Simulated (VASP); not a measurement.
# Te: single point with r2SCAN

The system is Te.

```
Te
1.0
     5.53069    0.00000    0.00000
    -2.76534    4.78972    0.00000
     0.00000    0.00000    2.96000
Te
3
Direct
  0.00000 0.00000 0.00000
  0.33333 0.66667 0.50000
  0.66667 0.33333 0.50000
```

This isn't the form of Te at room conditions, which is trigonal, of chains.

| Item | Value |
| --- | --- |
| Program | VASP 6.6.1 |
| Task | single point |
| Functional | r2SCAN |
| Potentials or basis | VASP PAW PBE potentials, release 64 (Te) |
| Cutoff | 520 eV |
| k mesh | 7 × 7 × 12 |
| Occupations | fermi-dirac, width 0.1 eV |
| Spin | no spin polarisation |
| Dipole correction | no |
| Further INCAR settings | ALGO = Normal; EDIFF = 1e-06; NBANDS = 16 |

| Item | Value |
| --- | --- |
| Pressure | 8.8 GPa |
| Band gap on the k mesh | zero (bands 9 and 10 overlap by 4.78 eV) |

Stress tensor (GPa, compression positive):
```
 6.96  0.00  0.00
 0.00  6.96  0.00
 0.00  0.00 12.50
```

Levels at points of the mesh, in eV from the Fermi level:
| k point | band 7 | band 8 | band 9 | band 10 | band 11 | band 12 |
| --- | --- | --- | --- | --- | --- | --- |
| (0.00, 0.00, 0.00) | -5.06 | 2.37 | 2.58 | 2.58 | 5.32 | 5.58 |
| (0.00, 0.00, 0.50) | -3.11 | -3.11 | -1.31 | -1.31 | -0.24 | -0.24 |

Wall time 2.2 min on 1 thread of Intel(R) Xeon(R) Platinum 8488C (Sapphire Rapids), on a shared host, peak memory 0.23 GiB.

Caveat: the stress differs along the axes, from 7 to 12 GPa; the PAW data sets were made with another functional, which shifts forces and pressure a little; spin-orbit coupling is left out, which moves the levels of the heavy elements.
